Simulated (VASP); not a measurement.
Write the native input for VASP 6.6.1 that does the following.

```
Task                   : single point
Functional             : PBE
Potentials or basis    : VASP PAW PBE potentials, release 64 (Al, O)
Cutoff                 : 520 eV
k mesh                 : 8 × 8 × 10
Occupations            : gaussian, width 0.1 eV
Spin                   : no spin polarisation
Dipole correction      : no
Further INCAR settings : ALGO = Normal; EDIFF = 1e-06; NBANDS = 26
```

The structure of AlO5 lies in POSCAR:

```
AlO5
1.0
    2.6418514288     -5.0835204514     -0.0028042965
    2.6418514288      5.0835204514     -0.0028042965
   -1.7403276928      0.0000000000      2.9305175072
Al O
1 5
Direct
    0.0000000000      0.0000000000      0.5000000000
    0.6969449422      0.4877312533      0.2125195185
    0.5122687467      0.3030550578      0.7874804815
    0.3030550578      0.5122687467      0.7874804815
    0.4877312533      0.6969449422      0.2125195185
    0.0000000000      0.0000000000      0.0000000000
```

The cell was generated, and may not be a known phase.

The input as run:

INCAR

```
  ALGO = Normal
  EDIFF = 1E-6
  ENCUT = 520
  GGA = PE
  ISIF = 2
  ISMEAR = 0
  LASPH = T
  LCHARG = F
  LREAL = F
  LWAVE = F
  NBANDS = 26
  NELM = 80
  PREC = Accurate
  SIGMA = 0.1
```

KPOINTS

```
k-points
0
Gamma
  8 8 10
```

Potentials or basis: VASP PAW PBE potentials, release 64 (Al, O).

Run with:

```sh
$ cat potpaw_PBE.64/Al/POTCAR potpaw_PBE.64/O/POTCAR > POTCAR
$ mpirun -np 1 vasp_std > vasp.out
```

Results of the run:

- Pressure: 1.0 GPa
- Largest force: 0.724 eV/Å
- Band gap on the k mesh: zero (an odd number of electrons rules out a gap without spin polarisation)

Caveat: an odd number of electrons without spin polarisation forces a metal; a magnetic or distorted state may lie lower.

Wall time 3.3 min on 1 thread of Intel(R) Xeon(R) 6975P-C (Granite Rapids), with other jobs on the host, peak memory 0.42 GiB.
